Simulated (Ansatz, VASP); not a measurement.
## Au in VASP and in Ansatz

```
Au
1.0
     2.07895    2.07895    0.00000
    -2.07895    2.07895    0.00000
     0.00000    0.00000    4.28263
Au
2
Cartesian
  0.0000 0.0000 0.0000
  0.0000 2.0789 2.1413
```

Change from the starting cell: strain along c alone, the other axes held, atoms relaxed: +3.0 %.

Alike in both runs: task single point; functional PBE; k mesh 18 × 18 × 12; occupations gaussian, width 0.1 eV; no spin polarisation.

|  | VASP | Ansatz |
| --- | --- | --- |
| version | VASP 6.6.1 | Ansatz 0.2.0 |
| potentials or method | VASP PAW PBE potentials, release 64 (Au), cutoff 520 eV | scalar-relativistic, plane waves, PAW |
| valence electrons in the cell | 22 | 38 |

```csv
,VASP,Ansatz,Ansatz less VASP
gap on the k mesh at the Fermi level (eV),none,none,-
pressure (GPa),-3.9,-3.7,+0.12
"traceless stress, the component that is largest in VASP (GPa)",-0.56,-0.56,+0.002
```

A gap of «none» marks a metal or a gap that the smearing closes. VASP's potentials hold 22 valence electrons a cell and Ansatz's 38, so a difference there can come from the potentials and not from the codes.

Spin-orbit coupling is off throughout.
